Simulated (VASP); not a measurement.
A run of VASP 6.6.1 is set up as follows.

File POSCAR:

```
ScAl2
1.0
    0.0000000000      3.7285893457      3.7285893457
    3.7285893457      0.0000000000      3.7285893457
    3.7285893457      3.7285893457      0.0000000000
Sc Al
2 4
Direct
    0.5000000000      0.5000000000      0.5000000000
    0.7500000000      0.7500000000      0.7500000000
    0.1250000000      0.1250000000      0.1250000000
    0.6250000000      0.1250000000      0.1250000000
    0.1250000000      0.6250000000      0.1250000000
    0.1250000000      0.1250000000      0.6250000000
```

Contents of INCAR.step1:

```
PREC = Accurate
ENCUT = 520
ISMEAR = 0
SIGMA = 0.1
LREAL = False
LASPH = True
NELM = 60
NBANDS = 26
GGA = PE
ALGO = Normal
EDIFF = 1E-4
LWAVE = True
LCHARG = False
```

INCAR.step2

```
PREC = Accurate
ENCUT = 520
EDIFF = 1E-6
ISMEAR = 0
SIGMA = 0.1
LREAL = False
LASPH = True
NELM = 60
ALGO = Normal
ISIF = 2
LWAVE = False
LCHARG = True
METAGGA = R2SCAN
LMIXTAU = True
LELF = True
LVHAR = True
NBANDS = 26
ISTART = 1
```

KPOINTS

```
regular mesh
0
Gamma
  8 8 8
```

Potentials or basis: VASP PAW PBE potentials, release 64 (Sc_sv, Al).

Command:

```console
$ cat potpaw_PBE.64/Sc_sv/POTCAR potpaw_PBE.64/Al/POTCAR > POTCAR
$ cp INCAR.step1 INCAR
$ mpirun -np 1 vasp_std > vasp.out
$ cp INCAR.step2 INCAR
$ mpirun -np 1 vasp_std > vasp.out
```

Task: Estimate the band gap on the k mesh.

Result: Zero (band 17 reaches 7.67 eV, above the bottom of band 18 at 4.98 eV).

Task: Estimate the pressure.

Result: 4.1 GPa.

Caveat: the PAW data sets were made with another functional, which shifts forces and pressure a little.
